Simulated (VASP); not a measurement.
A run of VASP 6.6.1 is set up as follows.

Contents of INCAR:

```
PREC = Accurate
ENCUT = 520
EDIFF = 1E-6
ISMEAR = 0
SIGMA = 0.1
LREAL = F
LASPH = T
NELM = 100
ALGO = Normal
ISIF = 2
LWAVE = F
LCHARG = F
GGA = CA
NBANDS = 38
```

The input KPOINTS:

```
regular mesh
0
Gamma
  6 6 4
```

File POSCAR:

```
TaSi2
1.0
    4.7837907700      0.0000000000      0.0000000000
   -2.3918953900      4.1428843400      0.0000000000
    0.0000000000      0.0000000000      6.5528055600
Ta Si
3 6
Direct
    0.0000000000      0.5000000000      0.3333333300
    0.5000000000      0.5000000000      0.6666666700
    0.5000000000      0.0000000000      0.0000000000
    0.8416096400      0.6832192800      0.0000000000
    0.1583903600      0.8416096400      0.6666666700
    0.6832192800      0.8416096400      0.3333333300
    0.1583903600      0.3167807200      0.0000000000
    0.8416096400      0.1583903600      0.6666666700
    0.3167807200      0.1583903600      0.3333333300
```

Potentials or basis: VASP PAW LDA potentials, release 64 (Ta_pv, Si).

Run with:

```console
$ cat potpaw_LDA.64/Ta_pv/POTCAR potpaw_LDA.64/Si/POTCAR > POTCAR
$ mpirun -np 1 vasp_std > vasp.out
```

Problem. Estimate the largest force.

Solution. 0.119 eV/Å.

Problem. Estimate the band gap on the k mesh.

Solution. Zero (an odd number of electrons rules out a gap without spin polarisation).

Forces in eV/Å, atoms in the order of the input:
```
Ta   0.000  0.000  0.000
Ta   0.000  0.000  0.000
Ta   0.000  0.000  0.000
Si   0.000 -0.119  0.000
Si   0.103 -0.060  0.000
Si  -0.103 -0.060  0.000
Si   0.000  0.119  0.000
Si  -0.103  0.060  0.000
Si   0.103  0.060  0.000
```

Caveat: the cell stands under tension; spin-orbit coupling is left out, which moves the levels of the heavy elements.
